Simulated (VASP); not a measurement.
# TePb in VASP: a series of runs, part 2 of 3

VASP 6.6.1. Earlier steps stand in the parts before.

## 3. Single point, BHLYP

This run uses another cell than the first one, of 33.73 Å³/atom.

POSCAR

```
TePb
1.0
    0.0000000000      3.2310000000      3.2310000000
    3.2310000000      0.0000000000      3.2310000000
    3.2310000000      3.2310000000      0.0000000000
Pb Te
1 1
Direct
    0.0000000000      0.0000000000      0.0000000000
    0.5000000000      0.5000000000      0.5000000000
```

INCAR.step1

```
PREC = Accurate
ENCUT = 520
EDIFF = 1E-5
ISMEAR = -1
SIGMA = 0.05
LREAL = False
LASPH = True
NELM = 60
ALGO = Normal
ISIF = 2
LWAVE = True
LCHARG = False
NBANDS = 17
GGA = PE
```

INCAR.step2

```
PREC = Accurate
ENCUT = 520
EDIFF = 1E-6
ISMEAR = -1
SIGMA = 0.05
LREAL = False
LASPH = True
NELM = 60
ALGO = Normal
ISIF = 2
LWAVE = False
LCHARG = False
GGA = B5
LHFCALC = True
AEXX = 0.5
ALDAX = 0.5
AGGAX = 0.5
AGGAC = 1.0
ALDAC = 0.0
PRECFOCK = Normal
NBANDS = 17
ISTART = 1
```

KPOINTS

```
regular mesh
0
Gamma
  4 4 4
```

Potentials or basis: VASP PAW PBE potentials, release 64 (Pb_d, Te).

Started as:

```bash
$ cat potpaw_PBE.64/Pb_d/POTCAR potpaw_PBE.64/Te/POTCAR > POTCAR
$ cp INCAR.step1 INCAR
$ mpirun -np 1 vasp_std > vasp.out
$ cp INCAR.step2 INCAR
$ mpirun -np 1 vasp_std > vasp.out
```

OUTCAR:

```text
PREC = Accurate
   ENCUT = 520
   EDIFF = 1E-6
   ISMEAR = -1
   LREAL = False
   LASPH = True
   NELM = 60
   ISIF = 2
   GGA = B5
   LHFCALC = True
   AEXX = 0.5
   PRECFOCK = Normal
   ISTART = 1

 ion  position               nearest neighbor table
   1  0.000  0.000  0.000-   2 3.23   2 3.23   2 3.23   2 3.23   2 3.23   2 3.23
   2  0.500  0.500  0.500-   1 3.23   1 3.23   1 3.23   1 3.23   1 3.23   1 3.23

  LATTYP: Found a face centered cubic cell.
 ALAT       =     6.4620000000

  Lattice vectors:

 A1 = (   0.0000000000,   3.2310000000,   3.2310000000)
 A2 = (   3.2310000000,   0.0000000000,   3.2310000000)
 A3 = (   3.2310000000,   3.2310000000,   0.0000000000)

Analysis of symmetry for initial positions (statically):
=====================================================================
 Subroutine PRICEL returns:
 Original cell was already a primitive cell.

 Routine SETGRP: Setting up the symmetry group for a
 face centered cubic supercell.

 Subroutine GETGRP returns: Found 48 space group operations
 (whereof 48 operations were pure point group operations)
 out of a pool of 48 trial point group operations.

The static configuration has the point symmetry O_h .

Analysis of symmetry for dynamics (positions and initial velocities):
=====================================================================
 Subroutine PRICEL returns:
 Original cell was already a primitive cell.

 Routine SETGRP: Setting up the symmetry group for a
 face centered cubic supercell.

 Subroutine GETGRP returns: Found 48 space group operations
 (whereof 48 operations were pure point group operations)
 out of a pool of 48 trial point group operations.

The dynamic configuration has the point symmetry O_h .
[... 102 lines left out ...]
     AMIX_MAG =   1.60;   BMIX_MAG =  1.00
  volume/ion in A,a.u.               =      33.73       227.62
  Fermi-wavevector in a.u.,A,eV,Ry     =   1.091619  2.062861 16.213147  1.191633
  Thomas-Fermi vector in A             =   2.227868
   LORBIT       =      0    0 simple, 1 ext, 2 COOP (PROOUT), +10 PAW based schemes
   GGA     = B5    functional components
   LHFCALC =     T    Hartree Fock is set to
   PRECFOCK=normal    Normal, Fast or Accurate (Low or Medium for compatibility)
   ENCUT4O =  -1.0   cutoff for four orbital integrals eV
   NKREDX  =     1    reduce k-point grid by
   NKREDY  =     1    reduce k-point grid by
   NKREDZ  =     1    reduce k-point grid by
   AEXX    =    0.5000 exact exchange contribution
   HFSCREEN=    0.0000 screening length (either q_TF or 0.3 A-1)
   HFSCREENC=   0.0000 screening length for correlation (either q_TF or 0.3 A-1)
   ENCUTFOCK=  -1.0 apply spherical cutoff to Coloumb kernel
   IVDW    =     0    specifies the selected vdW correction
   LEPSILON=     F    determine dielectric tensor
   LRPA    =     F    only Hartree local field effects (RPA)
 non-spin polarized calculation
  energy-cutoff  :      520.00
  volume of cell :       67.46
 maximum number of plane-waves:      1837
 NGX is ok and might be reduce to    36
  NGX = 28; NGY = 28; NGZ = 28

 number of electron      20.0000003 magnetization

 Free energy of the ion-electron system (eV)
  ---------------------------------------------------
  ext. energy  EPLUGINS =         0.00000000
  ---------------------------------------------------
  free energy    TOTEN  =       -11.61255468 eV

  energy without entropy =      -11.61255468  energy(sigma->0) =      -11.61255468

 E-fermi :   5.8919     XC(G=0):  -4.8449

 val. band max:        4.8161726293   @ k =   0.5000   0.0000   0.0000
 cond. band min:       7.7347242387   @ k =   0.5000   0.0000   0.0000
 fundamental gap:      2.9185516094
 Fermi energy:         5.8919265422

 k-point     1 :       0.0000    0.0000    0.0000
  band No.  band energies     occupation
      1     -15.7188      2.00000
      2     -15.7188      2.00000
      3     -15.6853      2.00000
      4     -15.6853      2.00000
      5     -15.6853      2.00000
      6      -9.8528      2.00000
[... 137 lines left out ...]
      4     -15.6783      2.00000
      5     -15.6602      2.00000
      6      -7.6016      2.00000
[... 9 lines left out ...]
     16      19.0865      0.00000
     17      19.3203      0.00000

------------------------ aborting loop because EDIFF is reached ----------------------------------------

  FORCE on cell =-STRESS in cart. coord.  units (eV):
  Direction    XX          YY          ZZ          XY          YZ          ZX
  --------------------------------------------------------------------------------------
  -------------------------------------------------------------------------------------
  Total        1.2779765      1.2779765      1.2779765      0.0000000     -0.0000000     -0.0000000
  in kB       30.3523675     30.3523675     30.3523675      0.0000000     -0.0000000     -0.0000000
  external PRESSURE =      30.3523675 kB  Pullay stress =       0.0000000 kB

 VOLUME and BASIS-vectors are now :
 -----------------------------------------------------------------------------
  energy-cutoff  :      520.00
  volume of cell :       67.46
      direct lattice vectors                 reciprocal lattice vectors
     0.000000000  3.231000000  3.231000000    -0.154750851  0.154750851  0.154750851
     3.231000000  0.000000000  3.231000000     0.154750851 -0.154750851  0.154750851
     3.231000000  3.231000000  0.000000000     0.154750851  0.154750851 -0.154750851

 POSITION                                       TOTAL-FORCE (eV/Angst)
 -----------------------------------------------------------------------------------
      0.00000      0.00000      0.00000         0.000000     -0.000000     -0.000000
      3.23100      3.23100      3.23100        -0.000000      0.000000      0.000000
 -----------------------------------------------------------------------------------
    total drift:                                0.000002     -0.000000      0.000000

  FREE ENERGIE OF THE ION-ELECTRON SYSTEM (eV)
  ---------------------------------------------------
  free  energy   TOTEN  =       -11.6125546793 eV

  energy  without entropy=      -11.6125546792  energy(sigma->0) =      -11.61255468
```

OUTCAR.step1:

```text
PREC = Accurate
   ENCUT = 520
   EDIFF = 1E-5
   ISMEAR = -1
   LREAL = False
[... 363 lines left out ...]
      0.00000      0.00000      0.00000         0.000000      0.000000      0.000000
      3.23100      3.23100      3.23100        -0.000000      0.000000     -0.000000
 -----------------------------------------------------------------------------------
    total drift:                               -0.000000      0.000000      0.000000

  FREE ENERGIE OF THE ION-ELECTRON SYSTEM (eV)
  ---------------------------------------------------
  free  energy   TOTEN  =        -7.4937928002 eV

  energy  without entropy=       -7.4937255270  energy(sigma->0) =       -7.49375916
```

OSZICAR.step1:

```text
N       E                     dE             d eps       ncg     rms          rms(c)
DAV:   1     0.144410492133E+03    0.14441E+03   -0.90628E+03   272   0.114E+03
DAV:   2     0.194509357603E+01   -0.14247E+03   -0.13565E+03   297   0.292E+02
DAV:   3    -0.736887883807E+01   -0.93140E+01   -0.92668E+01   344   0.793E+01
DAV:   4    -0.760895810196E+01   -0.24008E+00   -0.23997E+00   342   0.140E+01
DAV:   5    -0.761628687743E+01   -0.73288E-02   -0.73283E-02   414   0.218E+00    0.340E+00
DAV:   6    -0.749554800532E+01    0.12074E+00   -0.27007E-01   357   0.361E+00    0.209E+00
DAV:   7    -0.749218313908E+01    0.33649E-02   -0.90038E-02   365   0.145E+00    0.946E-01
DAV:   8    -0.749392649171E+01   -0.17434E-02   -0.10956E-02   364   0.105E+00    0.171E-01
DAV:   9    -0.749374117529E+01    0.18532E-03   -0.15120E-03   426   0.413E-01    0.788E-02
DAV:  10    -0.749378791667E+01   -0.46741E-04   -0.16511E-04   348   0.947E-02    0.196E-02
DAV:  11    -0.749379280015E+01   -0.48835E-05   -0.36717E-05   372   0.488E-02
   1 F= -.74937928E+01 E0= -.74937592E+01  d E =-.672732E-04
```

It took 18 min on 1 thread of Intel Xeon Platinum 8259CL at 2.50GHz (Skylake/Cascade Lake), shared host; peak memory 0.22 GiB.

What came out:

```yaml
Free_energy: -11.6126 eV
Pressure: 3.0 GPa
Band_gap_on_the_k_mesh: 2.92 eV
```

Levels at points of the mesh, in eV from the valence-band top:
```tsv
k point	band 8	band 9	band 10	band 11	band 12	band 13
(0.00, 0.00, 0.00)	-1.92	-1.92	-1.92	6.85	6.85	6.85
(0.50, 0.00, 0.00)	-1.38	-1.38	0.00	2.92	3.42	3.42
(0.50, 0.50, 0.00)	-5.72	-3.65	-3.65	5.83	8.47	8.47
```

Caveat: the k points lie up to 0.42 Å⁻¹ apart; the PAW data sets were made with another functional, which shifts forces and pressure a little; spin-orbit coupling is left out, which moves the levels of the heavy elements. A k mesh can miss the band edges.

## 4. Relaxation of cell and atoms, PBE0 (34.74 Å³/atom)

This run uses another cell than the first one, of 34.74 Å³/atom.

POSCAR

```
TePb
1.0
    0.0000000000      3.2629921796      3.2629921796
    3.2629921796      0.0000000000      3.2629921796
    3.2629921796      3.2629921796      0.0000000000
Pb Te
1 1
Direct
    0.0000000000      0.0000000000      0.0000000000
    0.5000000000      0.5000000000      0.5000000000
```

INCAR.step1

```
ALGO = Normal
EDIFF = 1E-5
EFERMI = MIDGAP
ENCUT = 540
GGA = PE
GGA_COMPAT = False
ISIF = 2
ISMEAR = 0
KPAR = 8
LASPH = True
LCHARG = False
LREAL = False
LWAVE = True
NELM = 120
PREC = Accurate
SIGMA = 0.03
```

INCAR.step2

```
AEXX = 0.25
ALGO = Normal
EDIFF = 1E-7
EDIFFG = -0.002
EFERMI = MIDGAP
ENCUT = 540
GGA = PE
GGA_COMPAT = False
IBRION = 2
ISIF = 3
ISMEAR = 0
KPAR = 8
LASPH = True
LCHARG = False
LHFCALC = True
LREAL = False
LWAVE = True
NELM = 120
NELMIN = 4
NSW = 80
PREC = Accurate
PRECFOCK = Normal
SIGMA = 0.03
```

INCAR.step4

```
AEXX = 0.25
ALGO = Normal
EDIFF = 1E-7
EFERMI = MIDGAP
ENCUT = 540
GGA = PE
GGA_COMPAT = False
ISIF = 2
ISMEAR = 0
KPAR = 8
LASPH = True
LCHARG = False
LHFCALC = True
LREAL = False
LWAVE = False
NELM = 120
PREC = Accurate
PRECFOCK = Normal
SIGMA = 0.03
```

KPOINTS

```
Automatic mesh
0
Gamma
  6 6 6
  0 0 0
```

Potentials or basis: VASP PAW PBE potentials, release 64 (Pb_d, Te).

Started as:

```bash
$ cat potpaw_PBE.64/Pb_d/POTCAR potpaw_PBE.64/Te/POTCAR > POTCAR
$ cp INCAR.step1 INCAR
$ cp POSCAR.step1 POSCAR
$ mpirun -np 8 vasp_std > vasp.out
$ cp INCAR.step2 INCAR
$ mpirun -np 8 vasp_std > vasp.out
$ cp CONTCAR POSCAR
$ mpirun -np 8 vasp_std > vasp.out
$ cp CONTCAR POSCAR
$ cp INCAR.step4 INCAR
$ mpirun -np 8 vasp_std > vasp.out
```

OUTCAR:

```text
AEXX = 0.25
   EDIFF = 1E-7
   EFERMI = MIDGAP
   ENCUT = 540
   GGA = PE
   ISIF = 2
   ISMEAR = 0
   LASPH = True
   LHFCALC = True
   LREAL = False
   NELM = 120
   PREC = Accurate
   PRECFOCK = Normal

 ion  position               nearest neighbor table
   1  0.000  0.000  0.000-   2 3.25   2 3.25   2 3.25   2 3.25   2 3.25   2 3.25
   2  0.500  0.500  0.500-   1 3.25   1 3.25   1 3.25   1 3.25   1 3.25   1 3.25

  LATTYP: Found a face centered cubic cell.
 ALAT       =     6.5090564717

  Lattice vectors:

 A1 = (   0.0000000000,   3.2545282359,   3.2545282359)
 A2 = (   3.2545282359,   0.0000000000,   3.2545282359)
 A3 = (   3.2545282359,   3.2545282359,   0.0000000000)

Analysis of symmetry for initial positions (statically):
=====================================================================
 Subroutine PRICEL returns:
 Original cell was already a primitive cell.

 Routine SETGRP: Setting up the symmetry group for a
 face centered cubic supercell.

 Subroutine GETGRP returns: Found 48 space group operations
 (whereof 48 operations were pure point group operations)
 out of a pool of 48 trial point group operations.

The static configuration has the point symmetry O_h .

Analysis of symmetry for dynamics (positions and initial velocities):
=====================================================================
 Subroutine PRICEL returns:
 Original cell was already a primitive cell.

 Routine SETGRP: Setting up the symmetry group for a
 face centered cubic supercell.

 Subroutine GETGRP returns: Found 48 space group operations
 (whereof 48 operations were pure point group operations)
 out of a pool of 48 trial point group operations.

The dynamic configuration has the point symmetry O_h .

 Subroutine INISYM returns: Found 48 space group operations
 (whereof 48 operations are pure point group operations),
 and found     1 'primitive' translations

----------------------------------------------------------------------------------------

                                     Primitive cell

[... 124 lines left out ...]

   OMEGAMAX=  -1.0    maximum frequency
 non-spin polarized calculation
 Gauss-broadening in eV      SIGMA  =   0.03
  energy-cutoff  :      540.00
  volume of cell :       68.94
 maximum number of plane-waves:      1989
  NGX = 28; NGY = 28; NGZ = 28

 number of electron      20.0000003 magnetization

 Free energy of the ion-electron system (eV)
  ---------------------------------------------------
  ext. energy  EPLUGINS =         0.00000000
  ---------------------------------------------------
  free energy    TOTEN  =        -9.96862918 eV

  energy without entropy =       -9.96862918  energy(sigma->0) =       -9.96862918

  exchange ACFDT corr.  =         0.00000000  see jH, gK, PRB 81, 115126

 E-fermi :   5.6313     XC(G=0):  -7.2970

 val. band max:        4.7771795015   @ k =   0.5000   0.0000   0.0000
 cond. band min:       6.4854448389   @ k =   0.5000   0.0000   0.0000
 fundamental gap:      1.7082653374
 Fermi energy:         5.6313121702

 k-point     1 :       0.0000    0.0000    0.0000
  band No.  band energies     occupation
      1     -13.8712      2.00000
      2     -13.8712      2.00000
      3     -13.8548      2.00000
      4     -13.8548      2.00000
      5     -13.8548      2.00000
      6      -8.4326      2.00000
      7      -1.2993      2.00000
      8       3.2165      2.00000
      9       3.2165      2.00000
     10       3.2165      2.00000
     11      10.1799      0.00000
     12      10.1799      0.00000
     13      10.1799      0.00000
     14      11.8420      0.00000
[... 241 lines left out ...]
      1     -13.9188      2.00000
      2     -13.8704      2.00000
      3     -13.8562      2.00000
      4     -13.8399      2.00000
      5     -13.8315      2.00000
      6      -6.5038      2.00000
      7      -3.7592      2.00000
      8       0.1212      2.00000
      9       1.0296      2.00000
     10       3.3789      2.00000
     11       8.6882      0.00000
     12      10.3158      0.00000
     13      12.1644      0.00000
     14      12.2302      0.00000

------------------------ aborting loop because EDIFF is reached ----------------------------------------

  FORCE on cell =-STRESS in cart. coord.  units (eV):
  Direction    XX          YY          ZZ          XY          YZ          ZX
  --------------------------------------------------------------------------------------
  -------------------------------------------------------------------------------------
  Total        0.0007658      0.0007658      0.0007658      0.0000000      0.0000000      0.0000000
  in kB        0.0177964      0.0177964      0.0177964      0.0000000      0.0000000      0.0000000
  external PRESSURE =       0.0177964 kB  Pullay stress =       0.0000000 kB

 VOLUME and BASIS-vectors are now :
 -----------------------------------------------------------------------------
  energy-cutoff  :      540.00
  volume of cell :       68.94
      direct lattice vectors                 reciprocal lattice vectors
     0.000000000  3.254528236  3.254528236    -0.153632098  0.153632098  0.153632098
     3.254528236  0.000000000  3.254528236     0.153632098 -0.153632098  0.153632098
     3.254528236  3.254528236  0.000000000     0.153632098  0.153632098 -0.153632098

 POSITION                                       TOTAL-FORCE (eV/Angst)
 -----------------------------------------------------------------------------------
      0.00000      0.00000      0.00000        -0.000000     -0.000000     -0.000000
      3.25453      3.25453      3.25453         0.000000      0.000000      0.000000
 -----------------------------------------------------------------------------------
    total drift:                                0.000000     -0.000000     -0.000000

  FREE ENERGIE OF THE ION-ELECTRON SYSTEM (eV)
  ---------------------------------------------------
  free  energy   TOTEN  =        -9.9686291793 eV

  energy  without entropy=       -9.9686291793  energy(sigma->0) =       -9.96862918
```

OUTCAR.step1:

```text
EDIFF = 1E-5
   EFERMI = MIDGAP
   ENCUT = 540
   GGA = PE
   ISIF = 2
[... 490 lines left out ...]
      0.00000      0.00000      0.00000        -0.000000     -0.000000     -0.000000
      3.26299      3.26299      3.26299         0.000000      0.000000      0.000000
 -----------------------------------------------------------------------------------
    total drift:                               -0.000000      0.000000      0.000000

  FREE ENERGIE OF THE ION-ELECTRON SYSTEM (eV)
  ---------------------------------------------------
  free  energy   TOTEN  =        -7.5203645472 eV

  energy  without entropy=       -7.5203645472  energy(sigma->0) =       -7.52036455
```

It took 28 min on 8 MPI ranks of Intel Xeon 6975P-C (Granite Rapids), shared host; peak memory 0.26 GiB.

Results:

* Free energy: -9.9686 eV
* Relaxed volume: 34.47 Å³/atom
* Relaxed cell: a = 4.603 Å, b = 4.603 Å, c = 4.603 Å, α = 60.00°, β = 60.00°, γ = 60.00°
* Space group after relaxing (to 0.1 Å): Fm-3m (No. 225)
* Energy gained by relaxing: 0.2 meV/atom
* Ionic steps: 4
* Pressure after relaxing: 0.0 GPa
* Band gap on the k mesh: 1.71 eV

Step by step:
| step | energy change (eV) | largest force (eV/Å) | pressure (GPa) | volume (Å³) |
| --- | --- | --- | --- | --- |
| 1 | 0.0000 | 0.0000 | -0.33 | 69.48 |
| 2 | -0.0005 | 0.0000 | 0.10 | 68.77 |
| 3 | -0.0006 | 0.0000 | 0.01 | 68.94 |
| 4 | -0.0004 | 0.0000 | 0.00 | 68.94 |

Final structure:
```
CELL_PARAMETERS angstrom
0.00000 3.25453 3.25453
3.25453 0.00000 3.25453
3.25453 3.25453 0.00000
ATOMIC_POSITIONS crystal
Pb 0.00000 0.00000 0.00000
Te 0.50000 0.50000 0.50000
```

Caveat: the PAW data sets were made with another functional, which shifts forces and pressure a little; spin-orbit coupling is left out, which moves the levels of the heavy elements.

(Part 2 of 3 ends here.)
